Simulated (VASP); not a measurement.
FeSi8, 9 atoms in the cell. Symmetry: P-43m, No. 215, cubic system. Conventional cell: a = 5.470 Å, b = 5.470 Å, c = 5.470 Å, α = 90.00°, β = 90.00°, γ = 90.00°. Fe (site symmetry -43m) has 10 Si at 2.37 to 2.73 Å within 3.1 Å. Si (site symmetry -43m) has 4 Si at 2.37 Å within 3.1 Å. Si (site symmetry -42m) has 4 Si at 2.37 Å and 2 Fe at 2.73 Å within 3.1 Å. Within 3.1 Å of Si (site symmetry 3m) lie 1 Fe at 2.37 Å and 4 Si at 2.37 Å. 

```yaml
Program: VASP 6.6.1
Task: single point
Functional: PBE
Potentials_or_basis: VASP PAW PBE potentials, release 64 (Fe, Si)
Cutoff: 600 eV
k_mesh: 1 × 1 × 1
Occupations: fermi-dirac, width 0.1 eV
Spin: collinear spin, ferromagnetic start
Starting_moments: "[2.0, 0.0, 0.0, 0.0, 0.0, 0.0, 0.0, 0.0, 0.0] μB"
Dipole_correction: no
Further_INCAR_settings: ALGO = Normal; EDIFF = 1e-06; NBANDS = 34
```

Potentials or basis: VASP PAW PBE potentials, release 64 (Fe, Si).

Command:

```sh
$ cat potpaw_PBE.64/Fe/POTCAR potpaw_PBE.64/Si/POTCAR > POTCAR
$ mpirun -np 1 vasp_gam > vasp.out
```

Hardware: 1 thread of Intel Xeon 8259CL, with other jobs on the host.

Problem. Estimate the wall time of this run.

Solution. It took 70 s on 1 thread of Intel Xeon 8259CL, on a shared host, peak memory 0.38 GiB. Counts: scf iterations 24, k points 1.
